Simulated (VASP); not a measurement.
Input of a VASP 6.6.1 run:

File INCAR:

```
SYSTEM = Ca2P3
PREC     = Accurate       ! precision mode
ENCUT    = 520            ! plane-wave cutoff, eV
EDIFF    = 1E-6           ! SCF threshold, eV
ISMEAR   = 0              ! smearing method
SIGMA    = 0.1            ! smearing width, eV
LREAL    = .FALSE.        ! projectors in reciprocal space
LASPH    = .TRUE.         ! aspherical terms in the spheres
NELM     = 60             ! most SCF steps
ALGO     = Normal         ! electronic algorithm
ISIF     = 2              ! what is computed and relaxed
LWAVE    = .FALSE.        ! write WAVECAR
LCHARG   = .FALSE.        ! write CHGCAR
GGA      = PE             ! functional
NBANDS   = 46             ! bands
```

KPOINTS

```
Automatic mesh
0
G
  2 2 4
  0 0 0
```

File POSCAR:

```
Ca2P3
1.0
    7.9766463559      0.0000000000      0.0000000000
    0.0000000000      7.9766463559      0.0000000000
    0.0000000000      0.0000000000      4.0073177774
Ca P
4 6
Direct
    0.3800000000      0.8800000000      0.0000000000
    0.1200000000      0.3800000000      0.0000000000
    0.6200000000      0.1200000000      0.0000000000
    0.8800000000      0.6200000000      0.0000000000
    0.0000000000      0.0000000000      0.0000000000
    0.5000000000      0.5000000000      0.0000000000
    0.1800000000      0.6800000000      0.5000000000
    0.3200000000      0.1800000000      0.5000000000
    0.8200000000      0.3200000000      0.5000000000
    0.6800000000      0.8200000000      0.5000000000
```

Potentials or basis: VASP PAW PBE potentials, release 64 (Ca_sv, P).

Command:

```console
$ cat potpaw_PBE.64/Ca_sv/POTCAR potpaw_PBE.64/P/POTCAR > POTCAR
$ mpirun -np 1 vasp_std > vasp.out
```

Question: What does it give for the largest force?

Answer: 2.302 eV/Å.

Question: Predict the band gap on the k mesh.

Answer: Zero (bands 35 and 36 overlap by 1.33 eV).

Question: What does it give for the pressure?

Answer: -6.6 GPa.

Stress tensor (GPa, compression positive):
```
-6.42  0.00  0.00
 0.00 -6.42  0.00
 0.00  0.00 -7.06
```

Caveat: the k points lie up to 0.39 Å⁻¹ apart, too coarse for converged energies and pressures of a metal; forces of over 1 eV/Å act on the atoms, so gaps and moduli don't describe the material at rest.
